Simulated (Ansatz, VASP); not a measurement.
One calculation of C, two programs

```xyz
4
Lattice="2.4612 0.0000 0.0000 -1.2306 2.1315 0.0000 0.0000 0.0000 4.1627" Properties=species:S:1:pos:R:3 pbc="T T T"
C     0.0000    1.4210    0.0002
C     1.2306    0.7105    2.0816
C     0.0000    1.4210    1.5566
C     1.2306    0.7105    3.6380
```

Change from the starting cell: strained cell.

Alike in both runs: functional PBEsol; k mesh 9 × 9 × 6; occupations gaussian, width 0.02 eV; no spin polarisation.

Ansatz relaxed the structure, and its values are those at the end. VASP's run is a single point on that final structure, the one shown.

|  | VASP | Ansatz |
| --- | --- | --- |
| version | VASP 6.6.1 | Ansatz 0.2.0 |
| potentials or method | VASP PAW PBE potentials, release 64 (C), cutoff 520 eV | scalar-relativistic, plane waves, PAW |
| valence electrons in the cell | 16 | 16 |

Ansatz gave:

```
gap on the k mesh at the Fermi level (eV) : 2.89
least direct gap on the mesh (eV)         : 4.96
pressure (GPa)                            : 14.2
rms of the force components (eV/Å)        : 0.000
```

**Question.** Estimate VASP's values.

**Answer.** gap on the k mesh at the Fermi level (eV): 2.87; least direct gap on the mesh (eV): 4.95; pressure (GPa): 15.4; rms of the force components (eV/Å): 0.007.

VASP's potentials were made for PBE, not for PBEsol, and Ansatz warns of the same on its side. With one functional, cell and mesh, what is left measures potentials, basis and numerics. Ansatz's warnings: stress scf threshold loose.
